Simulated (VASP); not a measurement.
Crystal: ZnS3.

```
Zn S
1.0
     3.94042    0.00000    0.00000
    -1.97021    3.41250    0.00000
     0.00000    0.00000    7.75764
Zn S
1 3
Direct
  0.00000 0.00000 0.50000
  0.50000 0.00000 0.00000
  0.00000 0.50000 0.00000
  0.50000 0.50000 0.00000
```

```yaml
Program: VASP 6.6.1
Task: relaxation of cell and atoms
Functional: PBE
Potentials_or_basis: VASP PAW PBE potentials, release 64 (Zn, S)
Cutoff: 600 eV
k_mesh: 6 × 6 × 2
Occupations: gaussian, width 0.1 eV
Spin: no spin polarisation
```

At the start: pressure 27.9 GPa; volume 26.08 Å³/atom.

Question: How do energy, volume and symmetry change on relaxing?

Answer: Over 18 steps the energy falls by 1324.0 meV/atom and the volume is 21.86 Å³/atom (-16.2 %); space group P6/mmm (No. 191, to 0.05 Å).

Step by step:
```csv
step,energy change (eV),largest force (eV/Å),pressure (GPa),volume (Å³)
1,0.0000,0.0000,27.87,104.31
2,-3.9016,0.0000,-4.38,183.87
3,-4.6911,0.0000,-0.07,151.11
4,-4.6910,0.0000,-0.29,152.13
5,-4.6941,0.0000,-0.17,150.73
6,-4.6990,0.0000,0.26,146.58
7,-4.7002,0.0000,0.26,146.25
8,-4.7041,0.0000,0.26,145.27
9,-4.7124,0.0000,0.25,143.29
10,-4.7313,0.0000,0.23,139.34
11,-4.7792,0.0000,0.18,131.43
12,-4.9063,0.0000,0.15,115.61
13,-5.2765,0.0000,1.99,83.94
14,-5.1912,0.0000,0.45,94.68
15,-5.2812,0.0000,1.37,86.58
16,-5.2759,0.0000,-0.30,85.68
17,-5.2940,0.0000,0.55,86.21
18,-5.2961,0.0000,0.14,87.43
```

Final structure:
```
Zn S
1.0
     4.78112    0.00000    0.00000
    -2.39056    4.14058    0.00000
     0.00000    0.00000    4.41653
Zn S
1 3
Direct
  0.00000 0.00000 0.50000
  0.50000 0.00000 0.00000
  0.00000 0.50000 0.00000
  0.50000 0.50000 0.00000
```

Caveat: the k points lie up to 0.71 Å⁻¹ apart in the final cell; the volume moved by over 15 % at a fixed basis, so the end points are rough.
